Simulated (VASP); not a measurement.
# InSb (F-43m) in VASP: notebook

The runs below take InSb through single point, with PBE, r2SCAN.

All numbers are computed with VASP 6.6.1; they aren't measurements. Logs are shortened: lines on timing, memory, paths and dates and some standing lists are left out, and cuts for length are marked.

**1. The cell of the first run**

Symmetry: F-43m, No. 216, cubic system. The conventional cell has a = 6.559 Å, b = 6.559 Å, c = 6.559 Å, α = 90.00°, β = 90.00°, γ = 90.00°. Within 3.7 Å of In (site symmetry -43m) lie 4 Sb at 2.84 Å. Within 3.7 Å of Sb (site symmetry -43m) lie 4 In at 2.84 Å.

**2. Single point, PBE**

Contents of INCAR:

```
PREC = Accurate ; ENCUT = 520
EDIFF = 1E-7 ; ISMEAR = -1
SIGMA = 0.02 ; LREAL = False
LASPH = True ; NELM = 100
ALGO = Normal ; ISIF = 2
LWAVE = False ; LCHARG = True
GGA = PE ; LELF = True
LVHAR = True ; NBANDS = 16
```

Contents of KPOINTS:

```
Automatic mesh
0
Gamma
  6 6 6
```

Contents of POSCAR:

```
InSb
1.0
    0.0000000000      3.2795130175      3.2795130175
    3.2795130175      0.0000000000      3.2795130175
    3.2795130175      3.2795130175      0.0000000000
In Sb
1 1
Direct
    0.0000000000      0.0000000000      0.0000000000
    0.2500000000      0.2500000000      0.2500000000
```

Potentials or basis: VASP PAW PBE potentials, release 64 (In_d, Sb).

On the command line:

```bash
cat potpaw_PBE.64/In_d/POTCAR potpaw_PBE.64/Sb/POTCAR > POTCAR
mpirun -np 1 vasp_std > vasp.out
```

OUTCAR:

```text
PREC = Accurate
   ENCUT = 520
   EDIFF = 1E-7
   ISMEAR = -1
   LREAL = False
   LASPH = True
   NELM = 100
   ISIF = 2
   GGA = PE

 ion  position               nearest neighbor table
   1  0.000  0.000  0.000-   2 2.84   2 2.84   2 2.84   2 2.84
   2  0.250  0.250  0.250-   1 2.84   1 2.84   1 2.84   1 2.84

  LATTYP: Found a face centered cubic cell.
 ALAT       =     6.5590260350

  Lattice vectors:

 A1 = (   0.0000000000,   3.2795130175,   3.2795130175)
 A2 = (   3.2795130175,   0.0000000000,   3.2795130175)
 A3 = (   3.2795130175,   3.2795130175,   0.0000000000)

Analysis of symmetry for initial positions (statically):
=====================================================================
 Subroutine PRICEL returns:
 Original cell was already a primitive cell.

 Routine SETGRP: Setting up the symmetry group for a
 face centered cubic supercell.

 Subroutine GETGRP returns: Found 24 space group operations
 (whereof 24 operations were pure point group operations)
 out of a pool of 48 trial point group operations.

The static configuration has the point symmetry T_d .

Analysis of symmetry for dynamics (positions and initial velocities):
=====================================================================
 Subroutine PRICEL returns:
 Original cell was already a primitive cell.

 Routine SETGRP: Setting up the symmetry group for a
 face centered cubic supercell.

 Subroutine GETGRP returns: Found 24 space group operations
 (whereof 24 operations were pure point group operations)
 out of a pool of 48 trial point group operations.

The dynamic configuration has the point symmetry T_d .

 Subroutine INISYM returns: Found 24 space group operations
 (whereof 24 operations are pure point group operations),
 and found     1 'primitive' translations

----------------------------------------------------------------------------------------

                                     Primitive cell

  volume of cell :      70.5437

  direct lattice vectors                    reciprocal lattice vectors
     0.000000000  3.279513017  3.279513017    -0.152461660  0.152461660  0.152461660
     3.279513017  0.000000000  3.279513017     0.152461660 -0.152461660  0.152461660
     3.279513017  3.279513017  0.000000000     0.152461660  0.152461660 -0.152461660

  length of vectors
     4.637931787  4.637931787  4.637931787     0.264071342  0.264071342  0.264071342

  position of ions in fractional coordinates (direct lattice)
     0.000000000  0.000000000  0.000000000
     0.250000000  0.250000000  0.250000000

  ion indices of the primitive-cell ions
   primitive index   ion index
                 1           1
                 2           2

----------------------------------------------------------------------------------------

 KPOINTS: Automatic mesh

Automatic generation of k-mesh.
 Grid dimensions read from file:
 generate k-points for:    6    6    6

 Generating k-lattice:

  Cartesian coordinates                     Fractional coordinates (reciprocal lattice)
    -0.025410277  0.025410277  0.025410277     0.166666667  0.000000000  0.000000000
     0.025410277 -0.025410277  0.025410277     0.000000000  0.166666667  0.000000000
     0.025410277  0.025410277 -0.025410277     0.000000000  0.000000000  0.166666667

  Length of vectors
     0.044011890  0.044011890  0.044011890

  Shift w.r.t. Gamma in fractional coordinates (k-lattice)
     0.000000000  0.000000000  0.000000000

 Subroutine IBZKPT returns following result:
 ===========================================

 Found     16 irreducible k-points:

 Following reciprocal coordinates:
            Coordinates               Weight
  0.000000  0.000000  0.000000      1.000000
  0.166667  0.000000  0.000000      8.000000
  0.333333  0.000000  0.000000      8.000000
  0.500000  0.000000  0.000000      4.000000
  0.166667  0.166667  0.000000      6.000000
  0.333333  0.166667  0.000000     24.000000
[... 8 lines left out ...]
 -0.333333  0.333333  0.166667     24.000000
 -0.333333  0.500000  0.166667     12.000000
   k-points           NKPTS =     16   k-points in BZ     NKDIM =     16   number of bands    NBANDS=     16
   number of dos      NEDOS =    301   number of ions     NIONS =      2
   total plane-waves  NPLWV =  46656
   dimension x,y,z NGX =    36 NGY =   36 NGZ =   36
   dimension x,y,z NGXF=    72 NGYF=   72 NGZF=   72
   ions per type =               1   1
   NGX,Y,Z   is equivalent  to a cutoff of  12.90, 12.90, 12.90 a.u.
   NGXF,Y,Z  is equivalent  to a cutoff of  25.81, 25.81, 25.81 a.u.
 SYSTEM =  unknown system
   PREC   = accura    normal or accurate (medium, high low for compatibility)
   ISTART =      0    job   : 0-new  1-cont  2-samecut
   ICHARG =      2    charge: 1-file 2-atom 10-const
   ISPIN  =      1    spin polarized calculation?
   LNONCOLLINEAR =      F non collinear calculations
   LSORBIT =      F    spin-orbit coupling
   LASPH  =      T    aspherical Exc in radial PAW
   ENCUT  =  520.0 eV  38.22 Ry    6.18 a.u.   8.62  8.62  8.62*2*pi/ulx,y,z
   NELM   =    100;   NELMIN=  2; NELMDL= -5     # of ELM steps
   EDIFF  = 0.1E-06   stopping-criterion for ELM
   LREAL  =      F    real-space projection
   EDIFFG = 0.1E-05   stopping-criterion for IOM
   NSW    =      0    number of steps for IOM
   IBRION =     -1    ionic relax: 0-MD 1-quasi-New 2-CG
   NFREE  =      0    steps in history (QN), initial steepest desc. (CG)
   ISIF   =      2    stress and relaxation
   ISYM   =      2    0-nonsym 1-usesym 2-fastsym
   POTIM  = 0.5000    time-step for ionic-motion
   TEBEG  =    0.0;   TEEND  =   0.0 temperature during run
   PSTRESS=    0.0 pullay stress
   NELECT =      18.0000    total number of electrons
   NUPDOWN=      -1.0000    fix difference up-down
   EMIN   =  10.00;   EMAX   =-10.00  energy-range for DOS
   EFERMI =   0.00;   METHOD = LEGACY
   ISMEAR =    -1;   SIGMA  =   0.02  broadening in eV -4-tet -1-fermi 0-gaus
   EFERMI_NEDOS =   21; number of points for ismear=-14 and -15
   IALGO  =     38    algorithm
   IMIX   =      4    mixing-type and parameters
     AMIX     =   0.40;   BMIX     =  1.00
     AMIX_MAG =   1.60;   BMIX_MAG =  1.00
  volume/ion in A,a.u.               =      35.27       238.03
  Fermi-wavevector in a.u.,A,eV,Ry     =   1.038356  1.962208 14.669575  1.078183
  Thomas-Fermi vector in A             =   2.172837
   LORBIT       =      0    0 simple, 1 ext, 2 COOP (PROOUT), +10 PAW based schemes
   GGA     = PE    functional components
   LHFCALC =     F    Hartree Fock is set to
   AEXX    =    0.0000 exact exchange contribution
   IVDW    =     0    specifies the selected vdW correction
   LEPSILON=     F    determine dielectric tensor
   LRPA    =     F    only Hartree local field effects (RPA)
 non-spin polarized calculation
  energy-cutoff  :      520.00
  volume of cell :       70.54
 maximum number of plane-waves:      1917
 NGX is ok and might be reduce to    36
   NGX = 17   NGY = 17   NGZ = 17

 number of electron      18.0000000 magnetization

 Free energy of the ion-electron system (eV)
  ---------------------------------------------------
  ext. energy  EPLUGINS =         0.00000000
  ---------------------------------------------------
  free energy    TOTEN  =        -6.92111421 eV

  energy without entropy =       -6.92076059  energy(sigma->0) =       -6.92093740

 E-fermi :   4.7445     XC(G=0):  -8.5242

 val. band max:        4.7306616514   @ k =   0.0000   0.0000   0.0000
 cond. band min:       5.2033054055   @ k =   0.5000   0.0000   0.0000
 fundamental gap:      0.4726437541
 Fermi energy:         4.7445244744

 k-point     1 :       0.0000    0.0000    0.0000
  band No.  band energies     occupation
      1      -9.8067      2.00000
      2      -9.8067      2.00000
      3      -9.8067      2.00000
      4      -9.7318      2.00000
      5      -9.7318      2.00000
      6      -5.7584      2.00000
[... 8 lines left out ...]
     15      12.9327      0.00000
     16      12.9327      0.00000

 k-point     2 :       0.1667    0.0000    0.0000
  band No.  band energies     occupation
      1      -9.8169      2.00000
      2      -9.8020      2.00000
      3      -9.8020      2.00000
      4      -9.7320      2.00000
      5      -9.7320      2.00000
      6      -5.5231      2.00000
[... 8 lines left out ...]
     15      12.0215      0.00000
     16      12.0215      0.00000

 k-point     3 :       0.3333    0.0000    0.0000
  band No.  band energies     occupation
      1      -9.8370      2.00000
      2      -9.7938      2.00000
      3      -9.7938      2.00000
      4      -9.7313      2.00000
      5      -9.7313      2.00000
      6      -4.9184      2.00000
[... 8 lines left out ...]
     15      12.4124      0.00000
     16      12.4124      0.00000

 k-point     4 :       0.5000    0.0000    0.0000
  band No.  band energies     occupation
      1      -9.8470      2.00000
      2      -9.7903      2.00000
      3      -9.7903      2.00000
      4      -9.7302      2.00000
      5      -9.7302      2.00000
      6      -4.4825      2.00000
[... 8 lines left out ...]
     15      13.8165      0.00000
     16      13.8165      0.00000
[... 172 lines left out ...]
 k-point    14 :       0.5000    0.3333    0.1667
  band No.  band energies     occupation
      1      -9.8553      2.00000
      2      -9.7846      2.00000
      3      -9.7796      2.00000
      4      -9.7388      2.00000
      5      -9.7282      2.00000
      6      -4.4258      2.00000
[... 8 lines left out ...]
     15      13.4379      0.00000
     16      14.8365      0.00000

 k-point    15 :      -0.3333    0.3333    0.1667
  band No.  band energies     occupation
      1      -9.8599      2.00000
      2      -9.7838      2.00000
      3      -9.7755      2.00000
      4      -9.7375      2.00000
      5      -9.7299      2.00000
      6      -4.0669      2.00000
[... 8 lines left out ...]
     15      14.2163      0.00000
     16      14.6597      0.00000

 k-point    16 :      -0.3333    0.5000    0.1667
  band No.  band energies     occupation
      1      -9.8677      2.00000
      2      -9.7781      2.00000
      3      -9.7702      2.00000
      4      -9.7424      2.00000
      5      -9.7275      2.00000
      6      -3.8924      2.00000
[... 8 lines left out ...]
     15      14.3329      0.00000
     16      15.0730      0.00000

------------------------ aborting loop because EDIFF is reached ----------------------------------------

  FORCE on cell =-STRESS in cart. coord.  units (eV):
  Direction    XX          YY          ZZ          XY          YZ          ZX
  --------------------------------------------------------------------------------------
  -------------------------------------------------------------------------------------
  Total        0.6293024      0.6293024      0.6293024     -0.0000000     -0.0000000     -0.0000000
  in kB       14.2926217     14.2926217     14.2926217     -0.0000000     -0.0000000     -0.0000000
  external PRESSURE =      14.2926217 kB  Pullay stress =       0.0000000 kB

 VOLUME and BASIS-vectors are now :
 -----------------------------------------------------------------------------
  energy-cutoff  :      520.00
  volume of cell :       70.54
      direct lattice vectors                 reciprocal lattice vectors
     0.000000000  3.279513017  3.279513017    -0.152461660  0.152461660  0.152461660
     3.279513017  0.000000000  3.279513017     0.152461660 -0.152461660  0.152461660
     3.279513017  3.279513017  0.000000000     0.152461660  0.152461660 -0.152461660

 POSITION                                       TOTAL-FORCE (eV/Angst)
 -----------------------------------------------------------------------------------
      0.00000      0.00000      0.00000        -0.000000      0.000000      0.000000
      1.63976      1.63976      1.63976         0.000000     -0.000000     -0.000000
 -----------------------------------------------------------------------------------
    total drift:                               -0.000000     -0.000000     -0.000000

  FREE ENERGIE OF THE ION-ELECTRON SYSTEM (eV)
  ---------------------------------------------------
  free  energy   TOTEN  =        -6.9211142106 eV

  energy  without entropy=       -6.9207605880  energy(sigma->0) =       -6.92093740
```

Wall time 27 s (1 thread of AMD EPYC 7R13 (Zen 3), shared host); peak memory 0.18 GiB.

Results:

| Quantity | Value |
| --- | --- |
| Free energy | -6.9211 eV |
| Pressure | 1.4 GPa |
| Band gap on the k mesh | zero (filled and empty bands touch) |

Levels at points of the mesh, in eV from the Fermi level:
| k point | band 7 | band 8 | band 9 | band 10 | band 11 | band 12 |
| --- | --- | --- | --- | --- | --- | --- |
| (0.00, 0.00, 0.00) | -0.41 | -0.01 | -0.01 | -0.01 | 2.95 | 2.95 |
| (0.50, 0.00, 0.00) | -5.47 | -0.97 | -0.97 | 0.46 | 3.79 | 3.79 |
| (0.50, 0.50, 0.00) | -5.78 | -2.16 | -2.16 | 1.33 | 1.39 | 7.92 |

Caveat: semilocal functionals underestimate gaps, and a narrow one can read as zero; spin-orbit coupling is left out, which moves the levels of the heavy elements.

**3. Single point, r2SCAN**

POSCAR is that of step 2.

Contents of INCAR.step1:

```
PREC     = Accurate       # precision mode
ENCUT    = 520            # plane-wave cutoff, eV
ISMEAR   = -1             # smearing method
SIGMA    = 0.02           # smearing width, eV
LREAL    = F              # projectors in reciprocal space
LASPH    = T              # aspherical terms in the spheres
NELM     = 100            # most SCF steps
NBANDS   = 16             # bands
GGA      = PE             # functional
ALGO     = Normal         # electronic algorithm
EDIFF    = 1E-4           # SCF threshold, eV
LWAVE    = T              # write WAVECAR
LCHARG   = F              # write CHGCAR
```

Contents of INCAR.step2:

```
PREC     = Accurate       # precision mode
ENCUT    = 520            # plane-wave cutoff, eV
EDIFF    = 1E-6           # SCF threshold, eV
ISMEAR   = -1             # smearing method
SIGMA    = 0.02           # smearing width, eV
LREAL    = F              # projectors in reciprocal space
LASPH    = T              # aspherical terms in the spheres
NELM     = 100            # most SCF steps
ALGO     = Normal         # electronic algorithm
ISIF     = 2              # what is computed and relaxed
LWAVE    = F              # write WAVECAR
LCHARG   = T              # write CHGCAR
METAGGA  = R2SCAN         # meta-GGA
LMIXTAU  = T            
LELF     = T              # ELF
LVHAR    = T            
NBANDS   = 16             # bands
ISTART   = 1
```

Contents of KPOINTS:

```
regular mesh
0
Gamma
  6 6 6
```

Potentials or basis: VASP PAW PBE potentials, release 64 (In_d, Sb).

On the command line:

```bash
cat potpaw_PBE.64/In_d/POTCAR potpaw_PBE.64/Sb/POTCAR > POTCAR
cp INCAR.step1 INCAR
mpirun -np 1 vasp_std > vasp.out
cp INCAR.step2 INCAR
mpirun -np 1 vasp_std > vasp.out
```

Wall time 77 s (1 thread of AMD EPYC 7R13 (Zen 3), shared host); peak memory 0.19 GiB.

The run converged. Its results:

* Free energy: -48.7483 eV
* Pressure: 0.0 GPa
* Band gap on the k mesh: 0.01 eV

Levels at points of the mesh, in eV from the valence-band top:
| k point | band 5 | band 6 | band 7 | band 8 | band 9 | band 10 | band 11 | band 12 | band 13 | band 14 |
| --- | --- | --- | --- | --- | --- | --- | --- | --- | --- | --- |
| (0.00, 0.00, 0.00) | -14.94 | -10.88 | 0.00 | 0.00 | 0.00 | 0.01 | 3.22 | 3.22 | 3.22 | 6.14 |
| (0.50, 0.00, 0.00) | -14.93 | -9.53 | -5.60 | -0.99 | -0.99 | 0.76 | 4.09 | 4.09 | 6.48 | 8.65 |
| (0.50, 0.50, 0.00) | -14.93 | -8.92 | -5.91 | -2.23 | -2.23 | 1.57 | 1.63 | 8.51 | 8.51 | 9.18 |

Caveat: the smearing spreads over this small gap; semilocal functionals underestimate gaps, and a narrow one can read as zero; the PAW data sets were made with another functional, which shifts forces and pressure a little; spin-orbit coupling is left out, which moves the levels of the heavy elements.

(Continued in part 2 of 2.)

The gap in the log of VASP goes by the Fermi energy; the results here count the filled bands.